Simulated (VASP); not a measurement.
Wanted: the native input for a VASP 6.6.1 run.

| Quantity | Value |
| --- | --- |
| Task | single point |
| Functional | PBEsol |
| Potentials or basis | VASP PAW PBE potentials, release 64 (Ir_sv_GW) |
| Cutoff | 560 eV |
| k mesh | 11 × 11 × 6 |
| Occupations | fermi-dirac, width 0.05 eV |
| Spin | no spin polarisation |
| Dipole correction | no |
| Further INCAR settings | ALGO = Normal; EDIFF = 1e-06; NBANDS = 24 |

The structure of Ir lies in POSCAR:

```
Ir
1.0
    2.6968443915      0.0000000000      0.0000000000
   -1.3484221957      2.3355357531      0.0000000000
    0.0000000000      0.0000000000      4.3743564132
Ir
2
Direct
    0.3333333333      0.6666666667      0.2500000000
    0.6666666667      0.3333333333      0.7500000000
```

This isn't the form of Ir at room conditions, which is fcc.

The input as run:

INCAR

```
SYSTEM = Ir
PREC     = Accurate       ! precision mode
ENCUT    = 560            ! plane-wave cutoff, eV
EDIFF    = 1E-6           ! SCF threshold, eV
ISMEAR   = -1             ! smearing method
SIGMA    = 0.05           ! smearing width, eV
LREAL    = .False.        ! projectors in reciprocal space
LASPH    = .True.         ! aspherical terms in the spheres
NELM     = 120            ! most SCF steps
ALGO     = Normal         ! electronic algorithm
ISIF     = 2              ! what is computed and relaxed
LWAVE    = .False.        ! write WAVECAR
LCHARG   = .False.        ! write CHGCAR
GGA      = PS             ! functional
NBANDS   = 24             ! bands
GGA_COMPAT= .False.
```

KPOINTS

```
regular mesh
0
Gamma
  11 11 6
  0 0 0
```

Potentials or basis: VASP PAW PBE potentials, release 64 (Ir_sv_GW).

The run is started by

```sh
$ cat potpaw_PBE.64/Ir_sv_GW/POTCAR > POTCAR
$ mpirun -np 1 vasp_std > vasp.out
```

It gave:

```json
{
  "Pressure": "8.2 GPa",
  "Band gap on the k mesh": "zero (bands 17 and 18 overlap by 3.42 eV)"
}
```

Caveat: the cell stands under pressure; the PAW data sets were made with another functional, which shifts forces and pressure a little; spin-orbit coupling is left out, which moves the levels of the heavy elements.

Run time: 15 s on 1 thread of Intel(R) Xeon(R) 6975P-C (Granite Rapids), with other jobs on the host, peak memory 0.18 GiB.
